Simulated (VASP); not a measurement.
# Ru (P6_3/mmc) in VASP: notebook, part 2 of 2

VASP 6.6.1. The steps go on from the part before.

## 3. Single point, PBEsol

This run uses another cell than the first one, of the same volume but with other edges.

Contents of INCAR:

```
SYSTEM = Ru
PREC     = Accurate       ! precision mode
ENCUT    = 520            ! plane-wave cutoff, eV
EDIFF    = 1E-6           ! SCF threshold, eV
ISMEAR   = 0              ! smearing method
SIGMA    = 0.15           ! smearing width, eV
LREAL    = .FALSE.        ! projectors in reciprocal space
LASPH    = .TRUE.         ! aspherical terms in the spheres
NELM     = 100            ! most SCF steps
ALGO     = Normal         ! electronic algorithm
ISIF     = 2              ! what is computed and relaxed
LWAVE    = .FALSE.        ! write WAVECAR
LCHARG   = .FALSE.        ! write CHGCAR
GGA      = PS             ! functional
NBANDS   = 21             ! bands
```

Contents of KPOINTS:

```
Automatic mesh
0
G
  18 18 10
  0 0 0
```

Contents of POSCAR:

```
Ru
1.0
    2.7273000000      0.0000000000      0.0000000000
   -1.3636500000      2.3619110838      0.0000000000
    0.0000000000      0.0000000000      4.2523798375
Ru
2
Direct
    0.3333333333      0.6666666667      0.2500000000
    0.6666666667      0.3333333333      0.7500000000
```

Potentials or basis: VASP PAW PBE potentials, release 64 (Ru_pv).

Command:

```console
> cat potpaw_PBE.64/Ru_pv/POTCAR > POTCAR
> mpirun -np 1 vasp_std > vasp.out
```

OUTCAR:

```text
SYSTEM = Ru
   PREC = Accurate
   ENCUT = 520
   EDIFF = 1E-6
   ISMEAR = 0
   LREAL = .FALSE.
   LASPH = .TRUE.
   NELM = 100
   ISIF = 2
   GGA = PS

 ion  position               nearest neighbor table
   1  0.333  0.667  0.250-   2 2.65   2 2.65   2 2.65   2 2.65   2 2.65   2 2.65
   2  0.667  0.333  0.750-   1 2.65   1 2.65   1 2.65   1 2.65   1 2.65   1 2.65

  LATTYP: Found a hexagonal cell.
 ALAT       =     2.7273000000
 C/A-ratio  =     1.5591903485

  Lattice vectors:

 A1 = (   2.7273000000,   0.0000000000,   0.0000000000)
 A2 = (  -1.3636500000,   2.3619110838,   0.0000000000)
 A3 = (   0.0000000000,   0.0000000000,   4.2523798375)

Analysis of symmetry for initial positions (statically):
=====================================================================
 Subroutine PRICEL returns:
 Original cell was already a primitive cell.

 Routine SETGRP: Setting up the symmetry group for a
 hexagonal supercell.

 Subroutine GETGRP returns: Found 24 space group operations
 (whereof 12 operations were pure point group operations)
 out of a pool of 24 trial point group operations.

The static configuration has the point symmetry D_3d.
 The point group associated with its full space group is D_6h.

Analysis of symmetry for dynamics (positions and initial velocities):
=====================================================================
 Subroutine PRICEL returns:
 Original cell was already a primitive cell.

 Routine SETGRP: Setting up the symmetry group for a
 hexagonal supercell.

 Subroutine GETGRP returns: Found 24 space group operations
 (whereof 12 operations were pure point group operations)
 out of a pool of 24 trial point group operations.

The dynamic configuration has the point symmetry D_3d.
 The point group associated with its full space group is D_6h.

 Subroutine INISYM returns: Found 24 space group operations
 (whereof 12 operations are pure point group operations),
 and found     1 'primitive' translations

----------------------------------------------------------------------------------------

                                     Primitive cell

  volume of cell :      27.3923

  direct lattice vectors                    reciprocal lattice vectors
     2.727300000  0.000000000  0.000000000     0.366663000  0.211692982  0.000000000
    -1.363650000  2.361911084  0.000000000     0.000000000  0.423385964  0.000000000
     0.000000000  0.000000000  4.252379838     0.000000000  0.000000000  0.235162436

  length of vectors
     2.727300000  2.727300000  4.252379838     0.423385964  0.423385964  0.235162436

  position of ions in fractional coordinates (direct lattice)
     0.333333333  0.666666667  0.250000000
     0.666666667  0.333333333  0.750000000

  ion indices of the primitive-cell ions
   primitive index   ion index
                 1           1
                 2           2

----------------------------------------------------------------------------------------

 KPOINTS: Automatic mesh

Automatic generation of k-mesh.
 Grid dimensions read from file:
 generate k-points for:   18   18   10

 Generating k-lattice:

  Cartesian coordinates                     Fractional coordinates (reciprocal lattice)
     0.020370167  0.011760721  0.000000000     0.055555556  0.000000000  0.000000000
     0.000000000  0.023521442  0.000000000     0.000000000  0.055555556  0.000000000
     0.000000000  0.000000000  0.023516244     0.000000000  0.000000000  0.100000000

  Length of vectors
     0.023521442  0.023521442  0.023516244

  Shift w.r.t. Gamma in fractional coordinates (k-lattice)
     0.000000000  0.000000000  0.000000000

 Subroutine IBZKPT returns following result:
 ===========================================

 Found    222 irreducible k-points:

 Following reciprocal coordinates:
            Coordinates               Weight
  0.000000  0.000000  0.000000      1.000000
  0.055556 -0.000000  0.000000      6.000000
  0.111111 -0.000000  0.000000      6.000000
  0.166667  0.000000  0.000000      6.000000
  0.222222  0.000000  0.000000      6.000000
  0.277778 -0.000000  0.000000      6.000000
[... 16 lines left out ...]
  0.333333  0.111111  0.000000     12.000000
  0.388889  0.111111  0.000000     12.000000
 [... further k-points ...]
   k-points           NKPTS =    222   k-points in BZ     NKDIM =    222   number of bands    NBANDS=     21
   number of dos      NEDOS =    301   number of ions     NIONS =      2
   total plane-waves  NPLWV =  12800
   dimension x,y,z NGX =    20 NGY =   20 NGZ =   32
   dimension x,y,z NGXF=    40 NGYF=   40 NGZF=   64
   ions per type =               2
   NGX,Y,Z   is equivalent  to a cutoff of  12.19, 12.19, 12.51 a.u.
   NGXF,Y,Z  is equivalent  to a cutoff of  24.38, 24.38, 25.02 a.u.
 SYSTEM =  Ru
   PREC   = accura    normal or accurate (medium, high low for compatibility)
   ISTART =      0    job   : 0-new  1-cont  2-samecut
   ICHARG =      2    charge: 1-file 2-atom 10-const
   ISPIN  =      1    spin polarized calculation?
   LNONCOLLINEAR =      F non collinear calculations
   LSORBIT =      F    spin-orbit coupling
   LASPH  =      T    aspherical Exc in radial PAW
   ENCUT  =  520.0 eV  38.22 Ry    6.18 a.u.   5.07  5.07  7.91*2*pi/ulx,y,z
   NELM   =    100;   NELMIN=  2; NELMDL= -5     # of ELM steps
   EDIFF  = 0.1E-05   stopping-criterion for ELM
   LREAL  =      F    real-space projection
   EDIFFG = 0.1E-04   stopping-criterion for IOM
   NSW    =      0    number of steps for IOM
   IBRION =     -1    ionic relax: 0-MD 1-quasi-New 2-CG
   NFREE  =      0    steps in history (QN), initial steepest desc. (CG)
   ISIF   =      2    stress and relaxation
   ISYM   =      2    0-nonsym 1-usesym 2-fastsym
   POTIM  = 0.5000    time-step for ionic-motion
   TEBEG  =    0.0;   TEEND  =   0.0 temperature during run
   PSTRESS=    0.0 pullay stress
   NELECT =      28.0000    total number of electrons
   NUPDOWN=      -1.0000    fix difference up-down
   EMIN   =  10.00;   EMAX   =-10.00  energy-range for DOS
   EFERMI =   0.00;   METHOD = LEGACY
   ISMEAR =     0;   SIGMA  =   0.15  broadening in eV -4-tet -1-fermi 0-gaus
   EFERMI_NEDOS =   21; number of points for ismear=-14 and -15
   IALGO  =     38    algorithm
   IMIX   =      4    mixing-type and parameters
     AMIX     =   0.40;   BMIX     =  1.00
     AMIX_MAG =   1.60;   BMIX_MAG =  1.00
  volume/ion in A,a.u.               =      13.70        92.43
  Fermi-wavevector in a.u.,A,eV,Ry     =   1.649117  3.116378 37.002204  2.719585
  Thomas-Fermi vector in A             =   2.738291
   LORBIT       =      0    0 simple, 1 ext, 2 COOP (PROOUT), +10 PAW based schemes
   GGA     = PS    functional components
   LHFCALC =     F    Hartree Fock is set to
   AEXX    =    0.0000 exact exchange contribution
   IVDW    =     0    specifies the selected vdW correction
   LEPSILON=     F    determine dielectric tensor
   LRPA    =     F    only Hartree local field effects (RPA)
 non-spin polarized calculation
 Gauss-broadening in eV      SIGMA  =   0.15
  energy-cutoff  :      520.00
  volume of cell :       27.39
 maximum number of plane-waves:       752
   NGX = 11   NGY = 11   NGZ = 15

 number of electron      28.0000005 magnetization

 Free energy of the ion-electron system (eV)
  ---------------------------------------------------
  ext. energy  EPLUGINS =         0.00000000
  ---------------------------------------------------
  free energy    TOTEN  =       -20.32522649 eV

  energy without entropy =      -20.30521414  energy(sigma->0) =      -20.31522032

 E-fermi :  12.5446     XC(G=0): -14.2253

 val. band max:       12.5335285270   @ k =   0.1667   0.0000   0.4000
 cond. band min:      12.5584248004   @ k =   0.2778   0.1667   0.1000
 fundamental gap:      0.0248962733
 Fermi energy:        12.5446000454

 k-point     1 :       0.0000    0.0000    0.0000
  band No.  band energies     occupation
      1     -31.0482      2.00000
      2     -30.1324      2.00000
      3     -30.1324      2.00000
      4     -29.9526      2.00000
      5     -29.9526      2.00000
      6     -29.8953      2.00000
[... 13 lines left out ...]
     20      22.8352      0.00000
     21      22.9922      0.00000

 k-point     2 :       0.0556   -0.0000    0.0000
  band No.  band energies     occupation
      1     -31.0378      2.00000
      2     -30.1533      2.00000
      3     -30.1398      2.00000
      4     -29.9746      2.00000
      5     -29.9552      2.00000
      6     -29.9005      2.00000
[... 520 lines left out ...]
 k-point    24 :       0.3889    0.1111    0.0000
  band No.  band energies     occupation
      1     -30.7848      2.00000
      2     -30.5959      2.00000
      3     -30.5738      2.00000
      4     -30.3857      2.00000
      5     -30.1963      2.00000
      6     -30.1089      2.00000
[... 13 lines left out ...]
     20      22.8324      0.00000
     21      23.6128      0.00000

 [... further k-points ...]
[... 5 lines left out ...]
  --------------------------------------------------------------------------------------
  -------------------------------------------------------------------------------------
  Total       -1.8132169     -1.8132169     -0.9096502      0.0000000      0.0000000      0.0000000
  in kB     -106.0551699   -106.0551699    -53.2054940      0.0000000      0.0000000      0.0000000
  external PRESSURE =     -88.4386113 kB  Pullay stress =       0.0000000 kB

 VOLUME and BASIS-vectors are now :
 -----------------------------------------------------------------------------
  energy-cutoff  :      520.00
  volume of cell :       27.39
      direct lattice vectors                 reciprocal lattice vectors
     2.727300000  0.000000000  0.000000000     0.366663000  0.211692982  0.000000000
    -1.363650000  2.361911084  0.000000000     0.000000000  0.423385964  0.000000000
     0.000000000  0.000000000  4.252379838     0.000000000  0.000000000  0.235162436

 POSITION                                       TOTAL-FORCE (eV/Angst)
 -----------------------------------------------------------------------------------
     -0.00000      1.57461      1.06309        -0.000000      0.000000      0.000000
      1.36365      0.78730      3.18928         0.000000     -0.000000      0.000000
 -----------------------------------------------------------------------------------
    total drift:                               -0.000000      0.000000     -0.000000

  FREE ENERGIE OF THE ION-ELECTRON SYSTEM (eV)
  ---------------------------------------------------
  free  energy   TOTEN  =       -20.3252264948 eV

  energy  without entropy=      -20.3052141360  energy(sigma->0) =      -20.31522032
```

It took 30 s on 1 thread of Intel Xeon 6975P-C (Granite Rapids), shared host; peak memory 0.21 GiB.

What came out:

```yaml
Free_energy: -20.3252 eV
Pressure: -8.8 GPa
Band_gap_on_the_k_mesh: zero (band 14 reaches 13.99 eV, above the bottom of band 15 at 10.93 eV)
```

Caveat: the PAW data sets were made with another functional, which shifts forces and pressure a little.
